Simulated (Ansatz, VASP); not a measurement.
## NiO: VASP and Ansatz over several settings

```
Ni O
1.0
     0.00000    2.05771    2.05771
     2.05771    0.00000    2.05771
     2.05771    2.05771    0.00000
Ni O
1 1
Direct
  0.00000 0.00000 0.00000
  0.50000 0.50000 0.50000
```

Single points on this cell with VASP 6.6.1 and Ansatz 0.2.0. Each row is one pair of runs. Alike in all rows: spin: collinear, typed start; k mesh: 11 × 11 × 11.

| level | smearing | VASP's potentials, cutoff | Ansatz's potentials, cutoff | gap on the k mesh at the Fermi level (eV), VASP | gap on the k mesh at the Fermi level (eV), Ansatz | pressure (GPa), VASP | pressure (GPa), Ansatz | net moment per atom (μB), VASP | net moment per atom (μB), Ansatz |
| --- | --- | --- | --- | --- | --- | --- | --- | --- | --- |
| r2SCAN+D3(BJ) | fermi-dirac, width 0.05 eV | VASP PAW PBE potentials, release 64 (Ni, O), 520 eV | Ansatz PAW, 500 eV | 0.59 | 0.67 | 11.7 | 11.6 | 1.00 | 1.00 |
| LDA | fermi-dirac, width 0.05 eV | VASP PAW LDA potentials, release 64 (Ni, O), 520 eV | Ansatz PAW, 420 eV | none | none | -12.0 | -12.2 | 0.13 | 0.15 |
| RPBE+D4 | fermi-dirac, width 0.05 eV | VASP PAW PBE potentials, release 64 (Ni, O), 600 eV | Ansatz PAW, 420 eV | none | none | 11.8 | 12.5 | 0.83 | 0.86 |
| PBE+D3(BJ) | fermi-dirac, width 0.05 eV | VASP PAW PBE potentials, release 64 (Ni, O), 520 eV | Ansatz PAW, 420 eV | none | none | 10.7 | 11.1 | 0.76 | 0.79 |
| r2SCAN+D4 | fermi-dirac, width 0.05 eV | VASP PAW PBE potentials, release 64 (Ni, O), 520 eV | Ansatz PAW, 500 eV | 0.59 | 0.67 | 11.4 | 11.3 | 1.00 | 1.00 |
| BLYP+D3(BJ) | gaussian, width 0.02 eV | VASP PAW PBE potentials, release 64 (Ni, O), 520 eV | PseudoDojo standard (PBE files), 1333 eV | none | none | 11.6 | 10.8 | 0.21 | 0.22 |
| BLYP+D3(BJ) | fermi-dirac, width 0.05 eV | VASP PAW PBE potentials, release 64 (Ni, O), 520 eV | Ansatz PAW, 420 eV | none | none | 16.9 | 17.3 | 0.74 | 0.77 |

Gap on the k mesh at the fermi level (eV): the two programs differ by at most 0.082; pressure (GPa): the two programs differ by at most 0.74; net moment per atom (μB): the two programs differ by at most 0.03.

VASP's potentials hold 16 valence electrons a cell and Ansatz's 24, so a difference there can come from the potentials and not from the codes.

A gap of «none» marks a metal or a gap that the smearing closes.

In some rows the two programs ended in different magnetic states.

Noted on Ansatz's runs: the magnetic or orbital state may not be the lowest; odd divisions of the mesh miss points on the zone boundary, where band edges often lie, so the gap on the mesh can be too wide; the potentials were made for another functional, which shifts forces and pressure.

A gap of «none» marks a metal or a gap under the smearing width.
